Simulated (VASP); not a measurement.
Te, 1 atom in the cell. Symmetry: R-3m, No. 166, trigonal system. The conventional cell has a = 4.509 Å, b = 4.509 Å, c = 5.572 Å, α = 90.00°, β = 90.00°, γ = 120.00°. Te (site symmetry -3m) has 6 Te at 3.20 Å within 4.2 Å. This isn't the form of Te at room conditions, which is trigonal, of chains.

```yaml
Program: VASP 6.6.1
Task: single point
Functional: PBE
Potentials_or_basis: VASP PAW PBE potentials, release 64 (Te)
Cutoff: 520 eV
k_mesh: 15 × 15 × 15
Occupations: gaussian, width 0.15 eV
Spin: no spin polarisation
Dipole_correction: no
Further_INCAR_settings: ALGO = Normal; EDIFF = 1e-07; NBANDS = 9
```

Potentials or basis: VASP PAW PBE potentials, release 64 (Te).

The run is started by

```bash
$ cat potpaw_PBE.64/Te/POTCAR > POTCAR
$ mpirun -np 1 vasp_std > vasp.out
```

Hardware: 1 thread of Intel Xeon 8259CL, on a shared host.

How long does it take, and how much memory?

Wall time 36 s on 1 thread of Intel Xeon 8259CL, with other jobs on the host, peak memory 0.21 GiB. Counts: scf iterations 10, k points 344.
